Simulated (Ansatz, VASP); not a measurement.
## Sr in VASP and in Ansatz

```
Sr
1.0
     3.68854    0.00000    0.00000
     0.00000    3.68854    0.00000
     0.00000    0.00000    3.68854
Sr
1
Direct
  0.00000 0.00000 0.00000
```

Change from the starting cell: volume scaled by 0.88, LAPW.

Alike in both runs: task single point; functional PBE; k mesh 10 × 10 × 10; occupations fermi-dirac, width 0.05 eV; no spin polarisation.

|  | VASP | Ansatz |
| --- | --- | --- |
| version | VASP 6.6.1 | Ansatz 0.2.0 |
| potentials or method | VASP PAW PBE potentials, release 64 (Sr_sv), cutoff 520 eV | all-electron LAPW, scalar-relativistic |

|  | VASP | Ansatz | Ansatz less VASP |
| --- | --- | --- | --- |
| pressure (GPa) | 1.2 | 1.1 | -0.01 |

Ansatz ran all-electron here, and VASP with PAW potentials.
